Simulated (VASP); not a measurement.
Write the native input for VASP 6.6.1 that does the following.

| Quantity | Value |
| --- | --- |
| Task | single point |
| Functional | r2SCAN |
| Potentials or basis | VASP PAW PBE potentials, release 64 (Al, O) |
| Cutoff | 520 eV |
| k mesh | 9 × 9 × 3 |
| Occupations | gaussian, width 0.01 eV |
| Spin | no spin polarisation |
| Dipole correction | no |
| Further INCAR settings | ALGO = Normal; EDIFF = 1e-06; NBANDS = 20 |

The system is Al2O3.

```
Al O
1.0
     2.88432    0.00000    0.00000
    -1.44216    2.49790    0.00000
     0.00000    0.00000    9.33675
Al O
2 3
Direct
  0.00000 0.00000 0.14999
  0.00000 0.00000 0.85001
  0.33333 0.66667 0.22232
  0.66667 0.33333 0.00000
  0.33333 0.66667 0.77768
```

The input as run:

POSCAR

```
Al2O3
1.0
    2.8843200000      0.0000000000      0.0000000000
   -1.4421600000      2.4979000000      0.0000000000
    0.0000000000      0.0000000000      9.3367500000
Al O
2 3
Direct
    0.0000000000      0.0000000000      0.1499900000
    0.0000000000      0.0000000000      0.8500100000
    0.3333333333      0.6666666667      0.2223200000
    0.6666666667      0.3333333333      0.0000000000
    0.3333333333      0.6666666667      0.7776800000
```

INCAR.step1

```
ALGO = Normal
EDIFF = 1E-4
ENCUT = 520
GGA = PE
ISMEAR = 0
LASPH = True
LCHARG = False
LREAL = False
LWAVE = True
NBANDS = 20
NELM = 80
PREC = Accurate
SIGMA = 0.01
```

INCAR.step2

```
ALGO = Normal
EDIFF = 1E-6
ENCUT = 520
ISIF = 2
ISMEAR = 0
ISTART = 1
LASPH = True
LCHARG = False
LMIXTAU = True
LREAL = False
LWAVE = False
METAGGA = R2SCAN
NBANDS = 20
NELM = 80
PREC = Accurate
SIGMA = 0.01
```

KPOINTS

```
k-points
0
Gamma
  9 9 3
```

Potentials or basis: VASP PAW PBE potentials, release 64 (Al, O).

Launch:

```console
$ cat potpaw_PBE.64/Al/POTCAR potpaw_PBE.64/O/POTCAR > POTCAR
$ cp INCAR.step1 INCAR
$ mpirun -np 1 vasp_std > vasp.out
$ cp INCAR.step2 INCAR
$ mpirun -np 1 vasp_std > vasp.out
```

It gave:

```json
{
 "Pressure": "-4.7 GPa",
 "Largest force": "0.436 eV/Å",
 "Band gap on the k mesh": "5.59 eV (least direct gap 5.83 eV)"
}
```

Caveat: the cell stands under tension; the PAW data sets were made with another functional, which shifts forces and pressure a little; an odd mesh through Γ misses points on the zone boundary, where band edges can lie.

It took 3.5 min on 1 thread of Intel Xeon 8259CL, on a shared host, peak memory 0.2 GiB.
